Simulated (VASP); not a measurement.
Runs of VASP 6.6.1 on ScInS3. The structure is that of space group P6/mmm (No. 191), or close to it. The cells are those of the table. The cell was built from a structure type or drawn by symmetry, and may not be a known phase.

```tsv
task	cell	k mesh	cutoff (eV)	gap on the mesh (eV)	pressure (GPa)
single point	a = 5.291, b = 5.291, c = 5.998 Å, angles 90.0, 90.0, 120.0°, 5 atoms	6 × 6 × 4	520	none	0.1
relaxation of cell and atoms	relaxed from a = 5.298, b = 5.298, c = 4.964 Å, angles 90.0, 90.0, 120.0°, 5 atoms	6 × 6 × 4	600	none	0.0
single point	a = 5.285, b = 5.285, c = 5.999 Å, angles 90.0, 90.0, 120.0°, 5 atoms	12 × 12 × 6	520	none	0.0
single point	a = 5.298, b = 5.298, c = 4.964 Å, angles 90.0, 90.0, 120.0°, 5 atoms	6 × 6 × 4	520	none	(a)
```

Alike in all rows: level PBE; potentials or basis VASP PAW PBE potentials, release 64 (Sc_sv, In_d, S); no spin polarisation; smearing gaussian 0.1 eV.

Fill in the values left out.

(a) 6.6.

Caveats: spin-orbit coupling is left out, which moves the levels of the heavy elements; the cell stands under pressure (at least some runs).

A k mesh can miss the band edges, and the runs leave out spin-orbit coupling on In.

A gap of «none» marks levels without a gap at the run's occupations.
